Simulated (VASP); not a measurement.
Set up this calculation in VASP 6.6.1, as the native input.

- Task: single point
- Functional: LDA
- Potentials or basis: VASP PAW LDA potentials, release 64 (Ta_sv_GW, N)
- Cutoff: 600 eV
- k mesh: 18 × 18 × 18
- Occupations: gaussian, width 0.15 eV
- Spin: no spin polarisation
- Dipole correction: no
- Second run: valence_matched
- Further INCAR settings: ALGO = Normal; EDIFF = 1e-06; NBANDS = 16

The structure of TaN lies in POSCAR:

```
TaN
1.0
    0.0000000000      2.1918784864      2.1918784864
    2.1918784864      0.0000000000      2.1918784864
    2.1918784864      2.1918784864      0.0000000000
Ta N
1 1
Direct
    0.4967417379      0.5032582621      0.5032582621
    0.0420914985     -0.0420914985     -0.0420914985
```

These files were run (other wordings do the same):

INCAR

```
ALGO = Normal
EDIFF = 1E-6
ENCUT = 600
GGA_COMPAT = False
ISIF = 2
ISMEAR = 0
LASPH = True
LCHARG = False
LREAL = False
LWAVE = False
NBANDS = 16
NELM = 120
PREC = Accurate
SIGMA = 0.15
```

KPOINTS

```
k-points
0
Gamma
  18 18 18
```

Potentials or basis: VASP PAW LDA potentials, release 64 (Ta_sv_GW, N).

Command:

```console
$ cat potpaw_LDA.64/Ta_sv_GW/POTCAR potpaw_LDA.64/N/POTCAR > POTCAR
$ mpirun -np 1 vasp_std > vasp.out
```

Results of the run:

| Item | Value |
| --- | --- |
| Pressure | -0.6 GPa |
| Largest force | 2.033 eV/Å |
| Band gap on the k mesh | zero (band 9 reaches 15.32 eV, above the bottom of band 10 at 12.04 eV) |

Caveat: spin-orbit coupling is left out, which moves the levels of the heavy elements; forces of over 1 eV/Å act on the atoms, so gaps and moduli don't describe the material at rest.

Run time: 3.9 min on 1 thread of Intel(R) Xeon(R) Platinum 8259CL CPU @ 2.50GHz (Skylake/Cascade Lake), with other jobs on the host, peak memory 0.34 GiB.
